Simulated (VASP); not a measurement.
A run of VASP 6.6.1:

The input INCAR:

```
ALGO = Normal
EDIFF = 1E-6
ENCUT = 520
GGA = PE
ISIF = 2
ISMEAR = 0
LASPH = True
LCHARG = False
LREAL = False
LWAVE = False
NBANDS = 22
NELM = 100
PREC = Accurate
SIGMA = 0.1
```

The input KPOINTS:

```
k-points
0
Gamma
  6 6 4
```

POSCAR

```
Al2Cl3
1.0
    4.6254547972      0.0000000000      0.0000000000
   -2.3127273986      4.0057613584      0.0000000000
    0.0000000000      0.0000000000      5.5848101076
Al Cl
2 3
Direct
    0.3333333333      0.6666666667      0.1380000000
    0.6666666667      0.3333333333      0.8620000000
    0.0000000000      0.0000000000      0.0000000000
    0.3333333333      0.6666666667      0.6250000000
    0.6666666667      0.3333333333      0.3750000000
```

Potentials or basis: VASP PAW PBE potentials, release 64 (Al, Cl).

The run is started by

```sh
$ cat potpaw_PBE.64/Al/POTCAR potpaw_PBE.64/Cl/POTCAR > POTCAR
$ mpirun -np 1 vasp_std > vasp.out
```

Hardware: 1 thread of AMD EPYC 7R13, with other jobs on the host.

Estimate the wall time of this run.

Run time: 94 s on 1 thread of AMD EPYC 7R13, with other jobs on the host, peak memory 0.2 GiB. Counts: scf iterations 13, k points 24.
